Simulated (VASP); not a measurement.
# Sn3Se (Fm-3m) in VASP: further runs

The runs below take Sn3Se through single point, with LDA.

Everything below comes from runs of VASP 6.6.1. Logs are shortened: lines on timing, memory, paths and dates and some standing lists are left out, and cuts for length are marked.

## 1. The cell of the first run

Symmetry: Fm-3m, No. 225, cubic system. Conventional cell: a = 7.416 Å, b = 7.416 Å, c = 7.416 Å, α = 90.00°, β = 90.00°, γ = 90.00°. Within 4.2 Å of Sn (site symmetry m-3m) lie 8 Sn at 3.21 Å and 6 Se at 3.71 Å. Within 4.2 Å of Sn (site symmetry -43m) lie 10 Sn at 3.21 to 3.71 Å and 4 Se at 3.21 Å. Within 4.2 Å of Se (site symmetry m-3m) lie 14 Sn at 3.21 to 3.71 Å.

## 2. Single point, LDA

Input file INCAR:

```
SYSTEM = Sn3Se
PREC = Accurate ; ENCUT = 520
EDIFF = 1E-7 ; ISMEAR = -1
SIGMA = 0.05 ; LREAL = .FALSE.
LASPH = .TRUE. ; NELM = 80
ALGO = Normal ; ISIF = 2
LWAVE = .FALSE. ; LCHARG = .FALSE.
GGA = CA ; NBANDS = 32
```

Input file KPOINTS:

```
Automatic mesh
0
G
  6 6 6
  0 0 0
```

Input file POSCAR:

```
Sn3Se
1.0
    0.0000000000      3.7080826276      3.7080826276
    3.7080826276      0.0000000000      3.7080826276
    3.7080826276      3.7080826276      0.0000000000
Sn Se
3 1
Direct
    0.5000000000      0.5000000000      0.5000000000
    0.7500000000      0.7500000000      0.7500000000
    0.2500000000      0.2500000000      0.2500000000
    0.0000000000      0.0000000000      0.0000000000
```

Potentials or basis: VASP PAW LDA potentials, release 64 (Sn_d, Se).

Run with:

```sh
$ cat potpaw_LDA.64/Sn_d/POTCAR potpaw_LDA.64/Se/POTCAR > POTCAR
$ mpirun -np 1 vasp_std > vasp.out
```

OUTCAR:

```text
SYSTEM = Sn3Se
   PREC = Accurate
   ENCUT = 520
   EDIFF = 1E-7
   ISMEAR = -1
   LREAL = .FALSE.
   LASPH = .TRUE.
   NELM = 80
   ISIF = 2
   GGA = CA

 ion  position               nearest neighbor table
   1  0.500  0.500  0.500-   2 3.21   3 3.21   3 3.21   3 3.21   3 3.21   2 3.21   2 3.21   2 3.21

   2  0.750  0.750  0.750-   1 3.21   4 3.21   1 3.21   1 3.21   1 3.21   4 3.21   4 3.21   4 3.21
                             3 3.71   3 3.71   3 3.71   3 3.71   3 3.71   3 3.71
   3  0.250  0.250  0.250-   1 3.21   4 3.21   4 3.21   4 3.21   4 3.21   1 3.21   1 3.21   1 3.21
                             2 3.71   2 3.71   2 3.71   2 3.71   2 3.71   2 3.71
   4  0.000  0.000  0.000-   2 3.21   3 3.21   2 3.21   2 3.21   2 3.21   3 3.21   3 3.21   3 3.21

  LATTYP: Found a face centered cubic cell.
 ALAT       =     7.4161652552

  Lattice vectors:

 A1 = (   0.0000000000,   3.7080826276,   3.7080826276)
 A2 = (   3.7080826276,   0.0000000000,   3.7080826276)
 A3 = (   3.7080826276,   3.7080826276,   0.0000000000)

Analysis of symmetry for initial positions (statically):
=====================================================================
 Subroutine PRICEL returns:
 Original cell was already a primitive cell.

 Routine SETGRP: Setting up the symmetry group for a
 face centered cubic supercell.

 Subroutine GETGRP returns: Found 48 space group operations
 (whereof 48 operations were pure point group operations)
 out of a pool of 48 trial point group operations.

The static configuration has the point symmetry O_h .

Analysis of symmetry for dynamics (positions and initial velocities):
=====================================================================
 Subroutine PRICEL returns:
 Original cell was already a primitive cell.

 Routine SETGRP: Setting up the symmetry group for a
 face centered cubic supercell.

 Subroutine GETGRP returns: Found 48 space group operations
 (whereof 48 operations were pure point group operations)
 out of a pool of 48 trial point group operations.

The dynamic configuration has the point symmetry O_h .

 Subroutine INISYM returns: Found 48 space group operations
 (whereof 48 operations are pure point group operations),
 and found     1 'primitive' translations

----------------------------------------------------------------------------------------

                                     Primitive cell

  volume of cell :     101.9714

  direct lattice vectors                    reciprocal lattice vectors
     0.000000000  3.708082628  3.708082628    -0.134840577  0.134840577  0.134840577
     3.708082628  0.000000000  3.708082628     0.134840577 -0.134840577  0.134840577
     3.708082628  3.708082628  0.000000000     0.134840577  0.134840577 -0.134840577

  length of vectors
     5.244020742  5.244020742  5.244020742     0.233550730  0.233550730  0.233550730

  position of ions in fractional coordinates (direct lattice)
     0.500000000  0.500000000  0.500000000
     0.750000000  0.750000000  0.750000000
     0.250000000  0.250000000  0.250000000
     0.000000000  0.000000000  0.000000000

  ion indices of the primitive-cell ions
   primitive index   ion index
                 1           1
                 2           2
                 3           3
                 4           4

----------------------------------------------------------------------------------------

 KPOINTS: Automatic mesh

Automatic generation of k-mesh.
 Grid dimensions read from file:
 generate k-points for:    6    6    6

 Generating k-lattice:

  Cartesian coordinates                     Fractional coordinates (reciprocal lattice)
    -0.022473429  0.022473429  0.022473429     0.166666667  0.000000000  0.000000000
     0.022473429 -0.022473429  0.022473429     0.000000000  0.166666667  0.000000000
     0.022473429  0.022473429 -0.022473429     0.000000000  0.000000000  0.166666667

  Length of vectors
     0.038925122  0.038925122  0.038925122

  Shift w.r.t. Gamma in fractional coordinates (k-lattice)
     0.000000000  0.000000000  0.000000000

 Subroutine IBZKPT returns following result:
 ===========================================

 Found     16 irreducible k-points:

 Following reciprocal coordinates:
            Coordinates               Weight
  0.000000  0.000000  0.000000      1.000000
  0.166667  0.000000  0.000000      8.000000
  0.333333  0.000000  0.000000      8.000000
  0.500000  0.000000  0.000000      4.000000
  0.166667  0.166667  0.000000      6.000000
  0.333333  0.166667  0.000000     24.000000
[... 8 lines left out ...]
 -0.333333  0.333333  0.166667     24.000000
 -0.333333  0.500000  0.166667     12.000000
   k-points           NKPTS =     16   k-points in BZ     NKDIM =     16   number of bands    NBANDS=     32
   number of dos      NEDOS =    301   number of ions     NIONS =      4
   total plane-waves  NPLWV =  64000
   dimension x,y,z NGX =    40 NGY =   40 NGZ =   40
   dimension x,y,z NGXF=    80 NGYF=   80 NGZF=   80
   ions per type =               3   1
   NGX,Y,Z   is equivalent  to a cutoff of  12.68, 12.68, 12.68 a.u.
   NGXF,Y,Z  is equivalent  to a cutoff of  25.36, 25.36, 25.36 a.u.
 SYSTEM =  Sn3Se
   PREC   = accura    normal or accurate (medium, high low for compatibility)
   ISTART =      0    job   : 0-new  1-cont  2-samecut
   ICHARG =      2    charge: 1-file 2-atom 10-const
   ISPIN  =      1    spin polarized calculation?
   LNONCOLLINEAR =      F non collinear calculations
   LSORBIT =      F    spin-orbit coupling
   LASPH  =      T    aspherical Exc in radial PAW
   ENCUT  =  520.0 eV  38.22 Ry    6.18 a.u.   9.75  9.75  9.75*2*pi/ulx,y,z
   NELM   =     80;   NELMIN=  2; NELMDL= -5     # of ELM steps
   EDIFF  = 0.1E-06   stopping-criterion for ELM
   LREAL  =      F    real-space projection
   EDIFFG = 0.1E-05   stopping-criterion for IOM
   NSW    =      0    number of steps for IOM
   IBRION =     -1    ionic relax: 0-MD 1-quasi-New 2-CG
   NFREE  =      0    steps in history (QN), initial steepest desc. (CG)
   ISIF   =      2    stress and relaxation
   ISYM   =      2    0-nonsym 1-usesym 2-fastsym
   POTIM  = 0.5000    time-step for ionic-motion
   TEBEG  =    0.0;   TEEND  =   0.0 temperature during run
   PSTRESS=    0.0 pullay stress
   NELECT =      48.0000    total number of electrons
   NUPDOWN=      -1.0000    fix difference up-down
   EMIN   =  10.00;   EMAX   =-10.00  energy-range for DOS
   EFERMI =   0.00;   METHOD = LEGACY
   ISMEAR =    -1;   SIGMA  =   0.05  broadening in eV -4-tet -1-fermi 0-gaus
   EFERMI_NEDOS =   21; number of points for ismear=-14 and -15
   IALGO  =     38    algorithm
   IMIX   =      4    mixing-type and parameters
     AMIX     =   0.40;   BMIX     =  1.00
     AMIX_MAG =   1.60;   BMIX_MAG =  1.00
  volume/ion in A,a.u.               =      25.49       172.03
  Fermi-wavevector in a.u.,A,eV,Ry     =   1.273491  2.406549 22.065643  1.621779
  Thomas-Fermi vector in A             =   2.406311
   LORBIT       =      0    0 simple, 1 ext, 2 COOP (PROOUT), +10 PAW based schemes
   GGA     = CA    functional components
   LHFCALC =     F    Hartree Fock is set to
   AEXX    =    0.0000 exact exchange contribution
   IVDW    =     0    specifies the selected vdW correction
   LEPSILON=     F    determine dielectric tensor
   LRPA    =     F    only Hartree local field effects (RPA)
 non-spin polarized calculation
  energy-cutoff  :      520.00
  volume of cell :      101.97
 maximum number of plane-waves:      2778
   NGX = 19   NGY = 19   NGZ = 19

 number of electron      48.0000020 magnetization

 Free energy of the ion-electron system (eV)
  ---------------------------------------------------
  ext. energy  EPLUGINS =         0.00000000
  ---------------------------------------------------
  free energy    TOTEN  =       -17.52558476 eV

  energy without entropy =      -17.49391358  energy(sigma->0) =      -17.50974917

 E-fermi :   7.2396     XC(G=0): -10.6220

 val. band max:        7.1704552745   @ k =   0.5000   0.3333   0.0000
 cond. band min:       7.2423097756   @ k =   0.1667   0.1667   0.0000
 fundamental gap:      0.0718545011
 Fermi energy:         7.2395948502

 k-point     1 :       0.0000    0.0000    0.0000
  band No.  band energies     occupation
      1     -14.2663      2.00000
      2     -14.2663      2.00000
      3     -14.2327      2.00000
      4     -14.2327      2.00000
      5     -14.2327      2.00000
      6     -14.2191      2.00000
[... 24 lines left out ...]
     31      13.8569      0.00000
     32      13.8569      0.00000

 k-point     2 :       0.1667    0.0000    0.0000
  band No.  band energies     occupation
      1     -14.2583      2.00000
      2     -14.2583      2.00000
      3     -14.2434      2.00000
      4     -14.2369      2.00000
      5     -14.2369      2.00000
      6     -14.2165      2.00000
[... 24 lines left out ...]
     31      12.3967      0.00000
     32      13.5323      0.00000

 k-point     3 :       0.3333    0.0000    0.0000
  band No.  band energies     occupation
      1     -14.2438      2.00000
      2     -14.2438      2.00000
      3     -14.2426      2.00000
      4     -14.2372      2.00000
      5     -14.2372      2.00000
      6     -14.2131      2.00000
[... 24 lines left out ...]
     31      12.0182      0.00000
     32      14.2407      0.00000

 k-point     4 :       0.5000    0.0000    0.0000
  band No.  band energies     occupation
      1     -14.2469      2.00000
      2     -14.2469      2.00000
      3     -14.2313      2.00000
      4     -14.2140      2.00000
      5     -14.2134      2.00000
      6     -14.2134      2.00000
[... 374 lines left out ...]
     31      12.2826      0.00000
     32      14.0437      0.00000

 k-point    15 :      -0.3333    0.3333    0.1667
  band No.  band energies     occupation
      1     -14.2460      2.00000
      2     -14.2450      2.00000
      3     -14.2361      2.00000
      4     -14.2312      2.00000
      5     -14.2252      2.00000
      6     -14.2245      2.00000
[... 24 lines left out ...]
     31      12.7224      0.00000
     32      15.5513      0.00000

 k-point    16 :      -0.3333    0.5000    0.1667
  band No.  band energies     occupation
      1     -14.2486      2.00000
      2     -14.2449      2.00000
      3     -14.2391      2.00000
      4     -14.2365      2.00000
      5     -14.2347      2.00000
      6     -14.2206      2.00000
[... 24 lines left out ...]
     31      12.2008      0.00000
     32      14.6259      0.00000

------------------------ aborting loop because EDIFF is reached ----------------------------------------

  FORCE on cell =-STRESS in cart. coord.  units (eV):
  Direction    XX          YY          ZZ          XY          YZ          ZX
  --------------------------------------------------------------------------------------
  -------------------------------------------------------------------------------------
  Total       -2.2953367     -2.2953367     -2.2953367     -0.0000000      0.0000000      0.0000000
  in kB      -36.0644058    -36.0644058    -36.0644058     -0.0000000      0.0000000      0.0000000
  external PRESSURE =     -36.0644058 kB  Pullay stress =       0.0000000 kB

 VOLUME and BASIS-vectors are now :
 -----------------------------------------------------------------------------
  energy-cutoff  :      520.00
  volume of cell :      101.97
      direct lattice vectors                 reciprocal lattice vectors
     0.000000000  3.708082628  3.708082628    -0.134840577  0.134840577  0.134840577
     3.708082628  0.000000000  3.708082628     0.134840577 -0.134840577  0.134840577
     3.708082628  3.708082628  0.000000000     0.134840577  0.134840577 -0.134840577

 POSITION                                       TOTAL-FORCE (eV/Angst)
 -----------------------------------------------------------------------------------
      3.70808      3.70808      3.70808         0.000000     -0.000000      0.000000
      5.56212      5.56212      5.56212        -0.000000     -0.000000     -0.000000
      1.85404      1.85404      1.85404         0.000000      0.000000     -0.000000
      0.00000      0.00000      0.00000         0.000000     -0.000000      0.000000
 -----------------------------------------------------------------------------------
    total drift:                               -0.000000     -0.000000      0.000000

  FREE ENERGIE OF THE ION-ELECTRON SYSTEM (eV)
  ---------------------------------------------------
  free  energy   TOTEN  =       -17.5255847580 eV

  energy  without entropy=      -17.4939135842  energy(sigma->0) =      -17.50974917
```

Wall time 24 s (1 thread of Intel Xeon 6975P-C (Granite Rapids), shared host); peak memory 0.21 GiB.

Results:

* Free energy: -17.5256 eV
* Pressure: -3.6 GPa
* Band gap on the k mesh: zero (band 24 reaches 7.89 eV, above the bottom of band 25 at 5.90 eV)

Caveat: spin-orbit coupling is left out, which moves the levels of the heavy elements.

## 3. Single point, LDA

This run uses another cell than the first one, of 26.01 Å³/atom, 1.020 times its volume.

Input file INCAR:

```
SYSTEM = Sn3Se
  PREC = Accurate
  ENCUT = 520
  EDIFF = 1E-7
  ISMEAR = -1
  SIGMA = 0.05
  LREAL = .FALSE.
  LASPH = .TRUE.
  NELM = 80
  ALGO = Normal
  ISIF = 2
  LWAVE = .FALSE.
  LCHARG = .FALSE.
  GGA = CA
  NBANDS = 32
```

Input file KPOINTS:

```
regular mesh
0
G
  6 6 6
  0 0 0
```

Input file POSCAR:

```
Sn3Se
1.0
    0.0000000000      3.7331380000      3.7331380000
    3.7331380000      0.0000000000      3.7331380000
    3.7331380000      3.7331380000      0.0000000000
Sn Se
3 1
Direct
    0.5000000000      0.5000000000      0.5000000000
    0.7500000000      0.7500000000      0.7500000000
    0.2500000000      0.2500000000      0.2500000000
    0.0000000000      0.0000000000      0.0000000000
```

Potentials or basis: VASP PAW LDA potentials, release 64 (Sn_d, Se).

Run with:

```sh
$ cat potpaw_LDA.64/Sn_d/POTCAR potpaw_LDA.64/Se/POTCAR > POTCAR
$ mpirun -np 1 vasp_std > vasp.out
```

It took 24 s on 1 thread of Intel Xeon 6975P-C (Granite Rapids), shared host; peak memory 0.22 GiB.

Results (log left out):

| Property | Result |
| --- | --- |
| Free energy | -17.4737 eV |
| Pressure | -4.5 GPa |
| Band gap on the k mesh | zero (band 24 reaches 7.63 eV, above the bottom of band 25 at 5.71 eV) |

Levels at points of the mesh, in eV from the Fermi level:
| k point | band 21 | band 22 | band 23 | band 24 | band 25 | band 26 | band 27 | band 28 |
| --- | --- | --- | --- | --- | --- | --- | --- | --- |
| (0.00, 0.00, 0.00) | -2.82 | -2.82 | -1.29 | -1.29 | -1.29 | -0.54 | -0.54 | -0.54 |
| (0.50, 0.00, 0.00) | -3.33 | -2.13 | -2.13 | -0.88 | 0.31 | 2.10 | 2.10 | 3.50 |
| (0.50, 0.50, 0.00) | -4.77 | -0.34 | 0.47 | 0.47 | 0.94 | 2.71 | 2.71 | 3.20 |

Caveat: spin-orbit coupling is left out, which moves the levels of the heavy elements.
